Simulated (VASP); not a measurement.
Runs of VASP 6.6.1 on Li2IF. The structure is that of space group P4/mmm (No. 123), or close to it. The cells are those of the table. 

```tsv
cell	gap on the mesh (eV)	pressure (GPa)
a = 4.014, b = 4.014, c = 5.345 Å, 4 atoms	(b)	-1.8
a = 3.952, b = 3.952, c = 5.262 Å, 4 atoms	4.35	-0.8
a = 3.888, b = 3.888, c = 5.178 Å, 4 atoms	4.23	0.4
a = 3.754, b = 3.754, c = 4.999 Å, 4 atoms	(a)	4.1
a = 3.823, b = 3.823, c = 5.090 Å, 4 atoms	4.09	2.0
```

Alike in all rows: task single point; level PBE; potentials or basis VASP PAW PBE potentials, release 64 (F, Li_sv, I); no spin polarisation; k mesh 4 × 4 × 2; cutoff (eV) 750; smearing gaussian 0.01 eV.

Task: Estimate the missing entries.

Result: (a) 3.94; (b) 4.39.

Caveats: all runs use coarse meshes; spin-orbit coupling is left out, which moves the levels of the heavy elements.

A k mesh can miss the band edges, and the runs leave out spin-orbit coupling on I.
